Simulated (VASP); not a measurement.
Wanted: the native input for a VASP 6.6.1 run.

```yaml
Task: single point
Functional: PBE
Potentials_or_basis: VASP PAW PBE potentials, release 64 (Li_sv)
Cutoff: 520 eV
k_mesh: 22 × 22 × 22
Occupations: gaussian, width 0.15 eV
Spin: no spin polarisation
Dipole_correction: no
Further_INCAR_settings: ALGO = Fast; EDIFF = 1e-07; NBANDS = 8
```

The structure of Li lies in POSCAR:

```
Li
1.0
   -1.7217692569      1.7217692569      1.8078577198
    1.7217692569     -1.7217692569      1.8078577198
    1.7217692569      1.7217692569     -1.8078577198
Li
1
Direct
    0.0000000000      0.0000000000      0.0000000000
```

This cell differs from its parent crystal: ratio of the length along z to the lengths across it x 1.05, volume and fractional coordinates fixed.

These files were run (other wordings do the same):

INCAR

```
PREC = Accurate ; ENCUT = 520
EDIFF = 1E-7 ; ISMEAR = 0
SIGMA = 0.15 ; LREAL = False
LASPH = True ; NELM = 100
ALGO = Fast ; ISIF = 2
LWAVE = False ; LCHARG = False
GGA = PE ; NBANDS = 8
```

KPOINTS

```
Automatic mesh
0
Gamma
  22 22 22
```

Potentials or basis: VASP PAW PBE potentials, release 64 (Li_sv).

The run is started by

```bash
$ cat potpaw_PBE.64/Li_sv/POTCAR > POTCAR
$ mpirun -np 1 vasp_std > vasp.out
```

Wall time 90 s on 1 thread of AMD EPYC 9R45 96-Core Processor (Zen 5), with other jobs on the host, peak memory 0.19 GiB.
